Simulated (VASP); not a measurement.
Set up this calculation in VASP 6.6.1, as the native input.

```yaml
Task: single point
Functional: PBE
Potentials_or_basis: VASP PAW PBE potentials, release 64 (Be, N)
Cutoff: 600 eV
k_mesh: 6 × 6 × 6
Occupations: gaussian, width 0.1 eV
Spin: no spin polarisation
Dipole_correction: no
Further_INCAR_settings: ALGO = Normal; EDIFF = 1e-06; NBANDS = 12
```

The structure of Be2N lies in POSCAR:

```
Be2N
1.0
    2.0502227000      1.1836966300      1.8399086200
   -2.0502227000      1.1836966300      1.8399086200
    0.0000000000     -2.3673932600      1.8399086200
Be N
2 1
Direct
    0.7688968700      0.7688968700      0.7688968700
    0.2311031300      0.2311031300      0.2311031300
    0.5000000000      0.5000000000      0.5000000000
```

The input as run:

INCAR

```
SYSTEM = Be2N
PREC = Accurate ; ENCUT = 600
EDIFF = 1E-6 ; ISMEAR = 0
SIGMA = 0.1 ; LREAL = .FALSE.
LASPH = .TRUE. ; NELM = 120
ALGO = Normal ; ISIF = 2
LWAVE = .FALSE. ; LCHARG = .TRUE.
GGA = PE ; LELF = .TRUE.
LVHAR = .TRUE. ; NBANDS = 12
GGA_COMPAT = .FALSE.
```

KPOINTS

```
regular mesh
0
G
  6 6 6
  0 0 0
```

Potentials or basis: VASP PAW PBE potentials, release 64 (Be, N).

Command:

```console
$ cat potpaw_PBE.64/Be/POTCAR potpaw_PBE.64/N/POTCAR > POTCAR
$ mpirun -np 1 vasp_std > vasp.out
```

Results of the run:

* Pressure: 3.6 GPa
* Largest force: 1.775 eV/Å

Caveat: forces of over 1 eV/Å act on the atoms, so gaps and moduli don't describe the material at rest.

Run time: 17 s on 1 thread of AMD EPYC 7R43 64-Core Processor (Zen 3) (shared host), peak memory 0.1 GiB.
